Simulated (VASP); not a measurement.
# Li (Cmcm) in VASP: single point with LDA

Aim: the single point of Li with LDA.

Program: VASP 6.6.1. These are calculated values, not measurements. Logs are shortened: lines on timing, memory, paths and dates and some standing lists are left out, and cuts for length are marked.

**1. The cell of the first run**

It takes space group Cmcm (No. 63, orthorhombic). Conventional cell: a = 4.585 Å, b = 9.666 Å, c = 4.431 Å, α = 90.00°, β = 90.00°, γ = 90.00°. Li (site symmetry m2m) has 9 Li at 2.72 to 3.37 Å within 3.6 Å. Li (site symmetry m2m) has 7 Li at 2.72 to 3.37 Å within 3.6 Å.

**2. Single point, LDA**

INCAR reads:

```
SYSTEM = Li
PREC = Accurate
ENCUT = 520
EDIFF = 1E-7
ISMEAR = -1
SIGMA = 0.1
LREAL = .FALSE.
LASPH = .TRUE.
NELM = 60
ALGO = Normal
ISIF = 2
LWAVE = .FALSE.
LCHARG = .FALSE.
NBANDS = 14
```

KPOINTS reads:

```
Automatic mesh
0
G
  6 6 5
  0 0 0
```

POSCAR reads:

```
Li
1.0
    2.2922910000     -4.8332400000      0.0000000000
    2.2922910000      4.8332400000      0.0000000000
    0.0000000000      0.0000000000      4.4308970000
Li
4
Direct
    0.2413930000      0.7586070000      0.2500000000
    0.7586070000      0.2413930000      0.7500000000
    0.5898620000      0.4101380000      0.2500000000
    0.4101380000      0.5898620000      0.7500000000
```

Potentials or basis: VASP PAW LDA potentials, release 64 (Li_sv).

Command:

```sh
cat potpaw_LDA.64/Li_sv/POTCAR > POTCAR
mpirun -np 1 vasp_std > vasp.out
```

OUTCAR:

```text
SYSTEM = Li
   PREC = Accurate
   ENCUT = 520
   EDIFF = 1E-7
   ISMEAR = -1
   LREAL = .FALSE.
   LASPH = .TRUE.
   NELM = 60
   ISIF = 2

 ion  position               nearest neighbor table
   1  0.241  0.759  0.250-
   2  0.759  0.241  0.750-
   3  0.590  0.410  0.250-
   4  0.410  0.590  0.750-

  LATTYP: Found a base centered orthorhombic cell.
 ALAT       =     4.5845820000
 B/A-ratio  =     2.1084757564
 C/A-ratio  =     0.9664778599

  Lattice vectors:

 A1 = (   2.2922910000,  -4.8332400000,   0.0000000000)
 A2 = (   2.2922910000,   4.8332400000,   0.0000000000)
 A3 = (   0.0000000000,   0.0000000000,   4.4308970000)

Analysis of symmetry for initial positions (statically):
=====================================================================
 Subroutine PRICEL returns:
 Original cell was already a primitive cell.

 Routine SETGRP: Setting up the symmetry group for a
 base centered orthorhombic supercell.

 Subroutine GETGRP returns: Found  8 space group operations
 (whereof  4 operations were pure point group operations)
 out of a pool of  8 trial point group operations.

The static configuration has the point symmetry C_2h.
 The point group associated with its full space group is D_2h.

Analysis of symmetry for dynamics (positions and initial velocities):
=====================================================================
 Subroutine PRICEL returns:
 Original cell was already a primitive cell.

 Routine SETGRP: Setting up the symmetry group for a
 base centered orthorhombic supercell.

 Subroutine GETGRP returns: Found  8 space group operations
 (whereof  4 operations were pure point group operations)
 out of a pool of  8 trial point group operations.

The dynamic configuration has the point symmetry C_2h.
 The point group associated with its full space group is D_2h.

 Subroutine INISYM returns: Found  8 space group operations
 (whereof  4 operations are pure point group operations),
 and found     1 'primitive' translations

----------------------------------------------------------------------------------------

                                     Primitive cell

  volume of cell :      98.1815

  direct lattice vectors                    reciprocal lattice vectors
     2.292291000 -4.833240000  0.000000000     0.218122394 -0.103450274  0.000000000
     2.292291000  4.833240000  0.000000000     0.218122394  0.103450274  0.000000000
     0.000000000  0.000000000  4.430897000     0.000000000  0.000000000  0.225687936

  length of vectors
[... 94 lines left out ...]
   POTIM  = 0.5000    time-step for ionic-motion
   TEBEG  =    0.0;   TEEND  =   0.0 temperature during run
   PSTRESS=    0.0 pullay stress
   NELECT =      12.0000    total number of electrons
   NUPDOWN=      -1.0000    fix difference up-down
   EMIN   =  10.00;   EMAX   =-10.00  energy-range for DOS
   EFERMI =   0.00;   METHOD = LEGACY
   ISMEAR =    -1;   SIGMA  =   0.10  broadening in eV -4-tet -1-fermi 0-gaus
   EFERMI_NEDOS =   21; number of points for ismear=-14 and -15
   IALGO  =     38    algorithm
   IMIX   =      4    mixing-type and parameters
     AMIX     =   0.40;   BMIX     =  1.00
     AMIX_MAG =   1.60;   BMIX_MAG =  1.00
  volume/ion in A,a.u.               =      24.55       165.64
  Fermi-wavevector in a.u.,A,eV,Ry     =   0.812441  1.535291  8.980673  0.660061
  Thomas-Fermi vector in A             =   1.921985
   LORBIT       =      0    0 simple, 1 ext, 2 COOP (PROOUT), +10 PAW based schemes
   GGA     = CA    functional components
   LHFCALC =     F    Hartree Fock is set to
   AEXX    =    0.0000 exact exchange contribution
   IVDW    =     0    specifies the selected vdW correction
   LEPSILON=     F    determine dielectric tensor
   LRPA    =     F    only Hartree local field effects (RPA)
 non-spin polarized calculation
  energy-cutoff  :      520.00
  volume of cell :       98.18
 maximum number of plane-waves:      2660
   NGX = 19   NGY = 19   NGZ = 17

 number of electron      12.0000008 magnetization

 Free energy of the ion-electron system (eV)
  ---------------------------------------------------
  ext. energy  EPLUGINS =         0.00000000
  ---------------------------------------------------
  free energy    TOTEN  =        -6.91485422 eV

  energy without entropy =       -6.85796299  energy(sigma->0) =       -6.88640860

 E-fermi :   0.0599     XC(G=0):  -6.6058

 val. band max:        0.0219691587   @ k =   0.3333   0.3333   0.4000
 cond. band min:       0.0843681742   @ k =   0.5000   0.5000   0.4000
 fundamental gap:      0.0623990156
 Fermi energy:         0.0599263371

 k-point     1 :       0.0000    0.0000    0.0000
  band No.  band energies     occupation
      1     -46.2158      2.00000
      2     -46.1978      2.00000
      3     -45.9378      2.00000
      4     -45.9315      2.00000
      5      -3.1277      2.00000
      6       1.4788      0.00000
      7       1.5907      0.00000
      8       1.9874      0.00000
      9       2.1498      0.00000
     10       3.5548      0.00000
     11       4.7348      0.00000
     12       4.9267      0.00000
     13       5.3864      0.00000
     14       7.1736      0.00000
[... 377 lines left out ...]
      1     -46.2125      2.00000
      2     -46.2005      2.00000
      3     -45.9372      2.00000
      4     -45.9327      2.00000
      5      -1.9359      2.00000
      6      -1.0709      1.99998
      7       0.7103      0.00299
      8       1.4504      0.00000
      9       2.3083      0.00000
     10       4.4153      0.00000
     11       5.3977      0.00000
     12       5.7770      0.00000
     13       6.7101      0.00000
     14       7.3122      0.00000

 [... further k-points ...]
[... 5 lines left out ...]
  --------------------------------------------------------------------------------------
  -------------------------------------------------------------------------------------
  Total        0.1059587      0.0807810     -0.2953818      0.0000000      0.0000000      0.0000000
  in kB        1.7290891      1.3182267     -4.8201948      0.0000000      0.0000000      0.0000000
  external PRESSURE =      -0.5909596 kB  Pullay stress =       0.0000000 kB

 VOLUME and BASIS-vectors are now :
 -----------------------------------------------------------------------------
  energy-cutoff  :      520.00
  volume of cell :       98.18
      direct lattice vectors                 reciprocal lattice vectors
     2.292291000 -4.833240000  0.000000000     0.218122394 -0.103450274  0.000000000
     2.292291000  4.833240000  0.000000000     0.218122394  0.103450274  0.000000000
     0.000000000  0.000000000  4.430897000     0.000000000  0.000000000  0.225687936

 POSITION                                       TOTAL-FORCE (eV/Angst)
 -----------------------------------------------------------------------------------
      2.29229      2.49982      1.10772         0.000000      0.122583      0.000000
      2.29229     -2.49982      3.32317         0.000000     -0.122583     -0.000000
      2.29229     -0.86865      1.10772         0.000000      0.385213      0.000000
      2.29229      0.86865      3.32317         0.000000     -0.385213     -0.000000
 -----------------------------------------------------------------------------------
    total drift:                               -0.000000     -0.000000      0.000000

  FREE ENERGIE OF THE ION-ELECTRON SYSTEM (eV)
  ---------------------------------------------------
  free  energy   TOTEN  =        -6.9148542168 eV

  energy  without entropy=       -6.8579629888  energy(sigma->0) =       -6.88640860
```

Wall time 22 s (1 thread of Intel Xeon 6975P-C (Granite Rapids), shared host); peak memory 0.19 GiB.

What came out:

* Free energy: -6.9149 eV
* Largest force: 0.385 eV/Å
* Band gap on the k mesh: zero (band 6 reaches 1.48 eV, above the bottom of band 7 at -0.74 eV)

Forces on the atoms (eV/Å):
```
Li   0.000  0.123  0.000
Li   0.000 -0.123  0.000
Li   0.000  0.385  0.000
Li   0.000 -0.385  0.000
```

Caveat: the cutoff is under 1.25 times the usual one of these potentials, so pressure, stress and relaxed cells hold a basis-set (Pulay) error.
